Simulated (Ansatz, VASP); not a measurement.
**Sn: VASP beside Ansatz**

```
Sn
1.0
     5.55008    0.00000    0.00000
    -2.77504    4.80651    0.00000
     0.00000    0.00000    3.38406
Sn
3
Direct
  0.00000 0.00000 0.00000
  0.33333 0.66667 0.50000
  0.66667 0.33333 0.50000
```

Alike in both runs: task single point; functional PBE; k mesh 8 × 8 × 11; occupations fermi-dirac, width 0.1 eV; no spin polarisation.

|  | VASP | Ansatz |
| --- | --- | --- |
| version | VASP 6.6.1 | Ansatz 0.2.0 |
| potentials or method | VASP PAW PBE potentials, release 64 (Sn_d), cutoff 520 eV | plane waves (420 eV) with PAW, scalar-relativistic |
| valence electrons in the cell | 42 | 42 |

|  | VASP | Ansatz | Ansatz less VASP |
| --- | --- | --- | --- |
| pressure (GPa) | -2.7 | -2.7 | +0.04 |
| traceless stress, the component that is largest in VASP (GPa) | -1.18 | -1.18 | +0.001 |
